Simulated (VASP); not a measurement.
# Ag in VASP: a series of runs

The runs below take Ag through single point, relaxation of cell and atoms, with PBE.

All numbers are computed with VASP 6.6.1; they aren't measurements. Logs are shortened: lines on timing, memory, paths and dates and some standing lists are left out, and cuts for length are marked.

## 1. The cell of the first run

Symmetry: I4/mmm, No. 139, tetragonal system. Conventional cell: a = 2.977 Å, b = 2.977 Å, c = 4.110 Å, α = 90.00°, β = 90.00°, γ = 90.00°. Within 3.9 Å of Ag (site symmetry 4/mmm) lie 12 Ag at 2.94 to 2.98 Å.

## 2. Single point, PBE (biaxial strain in the a-b plane: +1.5 %)

INCAR reads:

```
PREC = Accurate
ENCUT = 520
EDIFF = 1E-6
ISMEAR = 0
SIGMA = 0.1
LREAL = F
LASPH = T
NELM = 80
ALGO = Fast
ISIF = 2
LWAVE = F
LCHARG = T
GGA = PE
LELF = T
LVHAR = T
NBANDS = 18
```

KPOINTS reads:

```
regular mesh
0
Gamma
  18 18 12
```

POSCAR reads:

```
Ag
1.0
    2.1048553496      2.1048553496      0.0000000000
   -2.1048553496      2.1048553496      0.0000000000
    0.0000000000      0.0000000000      4.1101707417
Ag
2
Direct
    0.0000000000      0.0000000000      0.0000000000
    0.5000000000      0.5000000000      0.5000000000
```

Potentials or basis: VASP PAW PBE potentials, release 64 (Ag).

Run with:

```sh
$ cat potpaw_PBE.64/Ag/POTCAR > POTCAR
$ mpirun -np 1 vasp_std > vasp.out
```

OUTCAR:

```text
PREC = Accurate
   ENCUT = 520
   EDIFF = 1E-6
   ISMEAR = 0
   LREAL = F
   LASPH = T
   NELM = 80
   ISIF = 2
   GGA = PE

 ion  position               nearest neighbor table
   1  0.000  0.000  0.000-   2 2.94   2 2.94   2 2.94   2 2.94   2 2.94   2 2.94   2 2.94   2 2.94

   2  0.500  0.500  0.500-   1 2.94   1 2.94   1 2.94   1 2.94   1 2.94   1 2.94   1 2.94   1 2.94

  LATTYP: Found a simple tetragonal cell.
 ALAT       =     2.9767149822
 C/A-ratio  =     1.3807740298

  Lattice vectors:

 A1 = (   2.1048553496,   2.1048553496,   0.0000000000)
 A2 = (  -2.1048553496,   2.1048553496,   0.0000000000)
 A3 = (   0.0000000000,   0.0000000000,   4.1101707417)

Analysis of symmetry for initial positions (statically):
=====================================================================
 Subroutine PRICEL returns following result:

  LATTYP: Found a body centered tetragonal cell.
 ALAT       =     2.9767149822
 C/A-ratio  =     1.3807740298

  Lattice vectors:

 A1 = (   0.0000000000,  -2.1048553496,  -2.0550853709)
 A2 = (   0.0000000000,   2.1048553496,  -2.0550853708)
 A3 = (   2.1048553496,   0.0000000000,   2.0550853709)

   2 primitive cells build up your supercell.

 Routine SETGRP: Setting up the symmetry group for a
 simple tetragonal supercell.

 Subroutine GETGRP returns: Found 16 space group operations
 (whereof 16 operations were pure point group operations)
 out of a pool of 16 trial point group operations.

The static configuration has the point symmetry D_4h.

Analysis of symmetry for dynamics (positions and initial velocities):
=====================================================================
 Subroutine PRICEL returns following result:

  LATTYP: Found a body centered tetragonal cell.
 ALAT       =     2.9767149822
 C/A-ratio  =     1.3807740298

  Lattice vectors:

 A1 = (   0.0000000000,  -2.1048553496,  -2.0550853709)
 A2 = (   0.0000000000,   2.1048553496,  -2.0550853708)
 A3 = (   2.1048553496,   0.0000000000,   2.0550853709)

   2 primitive cells build up your supercell.

 Routine SETGRP: Setting up the symmetry group for a
 simple tetragonal supercell.

 Subroutine GETGRP returns: Found 16 space group operations
 (whereof 16 operations were pure point group operations)
 out of a pool of 16 trial point group operations.

The dynamic configuration has the point symmetry D_4h.

 Subroutine INISYM returns: Found 16 space group operations
 (whereof 16 operations are pure point group operations),
 and found     2 'primitive' translations

----------------------------------------------------------------------------------------

                                     Primitive cell

  volume of cell :      18.2098

  direct lattice vectors                    reciprocal lattice vectors
     0.000000000 -2.104855350 -2.055085371     0.237546015 -0.237546015 -0.243298895
     0.000000000  2.104855350 -2.055085371     0.237546015  0.237546015 -0.243298895
     2.104855350  0.000000000  2.055085371     0.475092030  0.000000000  0.000000000

  length of vectors
     2.941732810  2.941732810  2.941732810     0.414789791  0.414789791  0.475092030

  position of ions in fractional coordinates (direct lattice)
     0.000000000  0.000000000  0.000000000

  ion indices of the primitive-cell ions
   primitive index   ion index
                 1           1

----------------------------------------------------------------------------------------

 KPOINTS: regular mesh

Automatic generation of k-mesh.
 Grid dimensions read from file:
 generate k-points for:   18   18   12

 Generating k-lattice:

  Cartesian coordinates                     Fractional coordinates (reciprocal lattice)
     0.013197001  0.013197001  0.000000000     0.055555556  0.000000000  0.000000000
    -0.013197001  0.013197001  0.000000000     0.000000000  0.055555556  0.000000000
     0.000000000  0.000000000  0.020274908     0.000000000  0.000000000  0.083333333

  Length of vectors
     0.018663378  0.018663378  0.020274908

  Shift w.r.t. Gamma in fractional coordinates (k-lattice)
     0.000000000  0.000000000  0.000000000

 Subroutine IBZKPT returns following result:
 ===========================================

 Found    385 irreducible k-points:

 Following reciprocal coordinates:
            Coordinates               Weight
  0.000000  0.000000  0.000000      1.000000
  0.055556  0.000000  0.000000      4.000000
  0.111111  0.000000  0.000000      4.000000
  0.166667  0.000000  0.000000      4.000000
  0.222222  0.000000  0.000000      4.000000
  0.277778  0.000000  0.000000      4.000000
[... 16 lines left out ...]
  0.277778  0.111111  0.000000      8.000000
  0.333333  0.111111  0.000000      8.000000
 [... further k-points ...]
   k-points           NKPTS =    385   k-points in BZ     NKDIM =    385   number of bands    NBANDS=     18
   number of dos      NEDOS =    301   number of ions     NIONS =      2
   total plane-waves  NPLWV =  18432
   dimension x,y,z NGX =    24 NGY =   24 NGZ =   32
   dimension x,y,z NGXF=    48 NGYF=   48 NGZF=   64
   ions per type =               2
   NGX,Y,Z   is equivalent  to a cutoff of  13.40, 13.40, 12.94 a.u.
   NGXF,Y,Z  is equivalent  to a cutoff of  26.81, 26.81, 25.89 a.u.
 SYSTEM =  unknown system
   PREC   = accura    normal or accurate (medium, high low for compatibility)
   ISTART =      0    job   : 0-new  1-cont  2-samecut
   ICHARG =      2    charge: 1-file 2-atom 10-const
   ISPIN  =      1    spin polarized calculation?
   LNONCOLLINEAR =      F non collinear calculations
   LSORBIT =      F    spin-orbit coupling
   LASPH  =      T    aspherical Exc in radial PAW
   ENCUT  =  520.0 eV  38.22 Ry    6.18 a.u.   5.53  5.53  7.64*2*pi/ulx,y,z
   NELM   =     80;   NELMIN=  2; NELMDL= -5     # of ELM steps
   EDIFF  = 0.1E-05   stopping-criterion for ELM
   LREAL  =      F    real-space projection
[... 7 lines left out ...]
   TEBEG  =    0.0;   TEEND  =   0.0 temperature during run
   PSTRESS=    0.0 pullay stress
   NELECT =      22.0000    total number of electrons
   NUPDOWN=      -1.0000    fix difference up-down
   EMIN   =  10.00;   EMAX   =-10.00  energy-range for DOS
   EFERMI =   0.00;   METHOD = LEGACY
   ISMEAR =     0;   SIGMA  =   0.10  broadening in eV -4-tet -1-fermi 0-gaus
   EFERMI_NEDOS =   21; number of points for ismear=-14 and -15
   IALGO  =     68    algorithm
   IMIX   =      4    mixing-type and parameters
     AMIX     =   0.40;   BMIX     =  1.00
     AMIX_MAG =   1.60;   BMIX_MAG =  1.00
  volume/ion in A,a.u.               =      18.21       122.89
  Fermi-wavevector in a.u.,A,eV,Ry     =   1.383899  2.615189 26.057542  1.915175
  Thomas-Fermi vector in A             =   2.508453
   LORBIT       =      0    0 simple, 1 ext, 2 COOP (PROOUT), +10 PAW based schemes
   GGA     = PE    functional components
   LHFCALC =     F    Hartree Fock is set to
   AEXX    =    0.0000 exact exchange contribution
   IVDW    =     0    specifies the selected vdW correction
   LEPSILON=     F    determine dielectric tensor
   LRPA    =     F    only Hartree local field effects (RPA)
 non-spin polarized calculation
 RMM-DIIS sequential band-by-band and
 Gauss-broadening in eV      SIGMA  =   0.10
  energy-cutoff  :      520.00
  volume of cell :       36.42
 maximum number of plane-waves:      1007
 NGX is ok and might be reduce to    24
   NGX = 11   NGY = 11   NGZ = 15

 number of electron      22.0000010 magnetization

 Free energy of the ion-electron system (eV)
  ---------------------------------------------------
  ext. energy  EPLUGINS =         0.00000000
  ---------------------------------------------------
  free energy    TOTEN  =        -5.43343060 eV

  energy without entropy =       -5.43101808  energy(sigma->0) =       -5.43222434

 E-fermi :   7.5819     XC(G=0): -11.8210

 val. band max:        7.5724728504   @ k =   0.3333   0.2222   0.5000
 cond. band min:       7.6069670993   @ k =   0.5000   0.1111   0.3333
 fundamental gap:      0.0344942489
 Fermi energy:         7.5818952534

 k-point     1 :       0.0000    0.0000    0.0000
  band No.  band energies     occupation
      1       0.2522      2.00000
      2       1.5220      2.00000
      3       1.6402      2.00000
      4       2.9276      2.00000
      5       2.9276      2.00000
      6       3.0597      2.00000
[... 10 lines left out ...]
     17      23.6807      0.00000
     18      23.7082      0.00000

 k-point     2 :       0.0556    0.0000    0.0000
  band No.  band energies     occupation
      1       0.3125      2.00000
      2       1.5513      2.00000
      3       1.6684      2.00000
      4       2.9136      2.00000
      5       2.9421      2.00000
      6       3.0791      2.00000
[... 10 lines left out ...]
     17      23.6820      0.00000
     18      24.2555      0.00000

 k-point     3 :       0.1111    0.0000    0.0000
  band No.  band energies     occupation
      1       0.4904      2.00000
      2       1.6260      2.00000
      3       1.7620      2.00000
      4       2.8743      2.00000
      5       2.9852      2.00000
      6       3.1329      2.00000
[... 10 lines left out ...]
     17      23.6400      0.00000
     18      24.9307      0.00000

 k-point     4 :       0.1667    0.0000    0.0000
  band No.  band energies     occupation
      1       0.7748      2.00000
      2       1.7248      2.00000
      3       1.9283      2.00000
      4       2.8167      2.00000
      5       3.0556      2.00000
      6       3.2056      2.00000
[... 10 lines left out ...]
     17      23.5802      0.00000
     18      23.6509      0.00000

 k-point     5 :       0.2222    0.0000    0.0000
  band No.  band energies     occupation
      1       1.1445      2.00000
      2       1.8437      2.00000
      3       2.1482      2.00000
      4       2.7512      2.00000
      5       3.1511      2.00000
      6       3.2660      2.00000
[... 10 lines left out ...]
     17      22.3431      0.00000
     18      23.5186      0.00000

 k-point     6 :       0.2778    0.0000    0.0000
  band No.  band energies     occupation
      1       1.5625      2.00000
      2       1.9813      2.00000
      3       2.3918      2.00000
      4       2.6901      2.00000
      5       3.2687      2.00000
      6       3.2797      2.00000
[... 10 lines left out ...]
     17      21.3158      0.00000
     18      23.4767      0.00000

 k-point     7 :       0.3333    0.0000    0.0000
  band No.  band energies     occupation
      1       1.9713      2.00000
      2       2.1315      2.00000
      3       2.6271      2.00000
      4       2.6459      2.00000
      5       3.2411      2.00000
      6       3.2484      2.00000
[... 10 lines left out ...]
     17      20.8931      0.00000
     18      23.4802      0.00000

 k-point     8 :       0.3889    0.0000    0.0000
  band No.  band energies     occupation
      1       2.2841      2.00000
      2       2.2993      2.00000
      3       2.6303      2.00000
      4       2.8241      2.00000
      5       3.0197      2.00000
      6       3.1716      2.00000
[... 10 lines left out ...]
     17      21.9277      0.00000
     18      23.5574      0.00000
[... 229 lines left out ...]
     17      22.6418      0.00000
     18      22.6418      0.00000

 k-point    20 :       0.1111    0.1111    0.0000
  band No.  band energies     occupation
      1       0.7222      2.00000
      2       1.7488      2.00000
      3       1.8584      2.00000
      4       2.7610      2.00000
      5       3.1039      2.00000
      6       3.2148      2.00000
[... 10 lines left out ...]
     17      25.1853      0.00000
     18      25.1934      0.00000

 k-point    21 :       0.1667    0.1111    0.0000
  band No.  band energies     occupation
      1       0.9954      2.00000
      2       1.8561      2.00000
      3       2.0060      2.00000
      4       2.6797      2.00000
      5       3.1988      2.00000
      6       3.2946      2.00000
[... 10 lines left out ...]
     17      23.8588      0.00000
     18      24.8982      0.00000

 k-point    22 :       0.2222    0.1111    0.0000
  band No.  band energies     occupation
      1       1.3425      2.00000
      2       1.9729      2.00000
      3       2.2095      2.00000
      4       2.5983      2.00000
      5       3.3105      2.00000
      6       3.3218      2.00000
[... 10 lines left out ...]
     17      22.5618      0.00000
     18      25.0344      0.00000

 k-point    23 :       0.2778    0.1111    0.0000
  band No.  band energies     occupation
      1       1.7195      2.00000
      2       2.1057      2.00000
      3       2.4250      2.00000
      4       2.5262      2.00000
      5       3.2528      2.00000
      6       3.2540      2.00000
[... 10 lines left out ...]
     17      21.4616      0.00000
     18      24.9901      0.00000

 k-point    24 :       0.3333    0.1111    0.0000
  band No.  band energies     occupation
      1       2.0692      2.00000
      2       2.2528      2.00000
      3       2.4733      2.00000
      4       2.6064      2.00000
      5       3.0006      2.00000
      6       3.1447      2.00000
[... 10 lines left out ...]
     17      20.2775      0.00000
     18      24.0600      0.00000

 [... further k-points ...]

------------------------ aborting loop because EDIFF is reached ----------------------------------------

  FORCE on cell =-STRESS in cart. coord.  units (eV):
  Direction    XX          YY          ZZ          XY          YZ          ZX
  --------------------------------------------------------------------------------------
  -------------------------------------------------------------------------------------
  Total       -0.4470129     -0.4470129     -0.2938342      0.0000000      0.0000000      0.0000000
  in kB      -19.6651038    -19.6651038    -12.9264284      0.0000000      0.0000000      0.0000000
  external PRESSURE =     -17.4188787 kB  Pullay stress =       0.0000000 kB

 VOLUME and BASIS-vectors are now :
 -----------------------------------------------------------------------------
  energy-cutoff  :      520.00
  volume of cell :       36.42
      direct lattice vectors                 reciprocal lattice vectors
     2.104855350  2.104855350  0.000000000     0.237546015  0.237546015  0.000000000
    -2.104855350  2.104855350  0.000000000    -0.237546015  0.237546015  0.000000000
     0.000000000  0.000000000  4.110170742     0.000000000  0.000000000  0.243298895

 POSITION                                       TOTAL-FORCE (eV/Angst)
 -----------------------------------------------------------------------------------
      0.00000      0.00000      0.00000        -0.000000      0.000000     -0.000000
      0.00000      2.10486      2.05509         0.000000     -0.000000      0.000000
 -----------------------------------------------------------------------------------
    total drift:                               -0.000000      0.000000     -0.000000

  FREE ENERGIE OF THE ION-ELECTRON SYSTEM (eV)
  ---------------------------------------------------
  free  energy   TOTEN  =        -5.4334306019 eV

  energy  without entropy=       -5.4310180803  energy(sigma->0) =       -5.43222434
```

It took 3 min on 1 thread of Intel Xeon 8259CL, shared host; peak memory 0.31 GiB.

Results:

```
Free energy            : -5.4334 eV
Pressure               : -1.7 GPa
Band gap on the k mesh : zero (bands 11 and 12 overlap by 9.08 eV)
```

Caveat: the cell differs from its parent crystal (biaxial strain in the a-b plane: +1.5 %).

(Continued in part 2 of 2.)
